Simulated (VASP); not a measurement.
# Cs: relaxation of shape and atoms at fixed volume with r2SCAN

The system is Cs.

```
Cs
1.0
     5.67507    0.00000    0.00000
    -2.83754    4.91476    0.00000
     0.00000    0.00000   18.88484
Cs
4
Direct
  0.00000 0.00000 0.00000
  0.33333 0.66667 0.25000
  0.00000 0.00000 0.50000
  0.66667 0.33333 0.75000
```

This isn't the form of Cs at room conditions, which is bcc.

```json
{
  "Program": "VASP 6.6.1",
  "Task": "relaxation of shape and atoms at fixed volume",
  "Functional": "r2SCAN",
  "Potentials or basis": "VASP PAW PBE potentials, release 64 (Cs_sv)",
  "Cutoff": "550 eV",
  "k mesh": "9 × 9 × 4",
  "Occupations": "gaussian, width 0.1 eV",
  "Spin": "no spin polarisation",
  "Dipole correction": "no",
  "Further INCAR settings": "ALGO = Normal; EDIFF = 1e-07; IBRION = 2; EDIFFG = -0.01; NSW = 50; ISIF = 4"
}
```

- Energy gained by relaxing: 0.0 meV/atom
- Ionic steps: 2
- Pressure after relaxing: -0.1 GPa
- Band gap on the k mesh: zero (bands 18 and 19 overlap by 1.73 eV)

Final structure:
```
CELL_PARAMETERS angstrom
5.67651 0.00000 0.00000
-2.83826 4.91600 0.00000
0.00000 0.00000 18.87525
ATOMIC_POSITIONS crystal
Cs 0.00000 0.00000 0.00000
Cs 0.33333 0.66667 0.25000
Cs 0.00000 0.00000 0.50000
Cs 0.66667 0.33333 0.75000
```

Levels at points of the mesh, in eV from the Fermi level:
```csv
k point,band 14,band 15,band 16,band 17,band 18,band 19,band 20,band 21,band 22
"(0.00, 0.00, 0.00)",-11.27,-11.27,-11.27,-1.68,-1.11,-1.11,0.04,0.50,1.67
"(0.00, 0.00, 0.50)",-11.27,-11.27,-11.27,-1.53,-1.53,-0.50,-0.50,1.02,1.02
```

It took 28 min on 4 MPI ranks on AMD EPYC 9R45 96-Core Processor (Zen 5), with other jobs on the host, peak memory 1.1 GiB a rank.

Caveat: the PAW data sets were made with another functional, which shifts forces and pressure a little; spin-orbit coupling is left out, which moves the levels of the heavy elements.
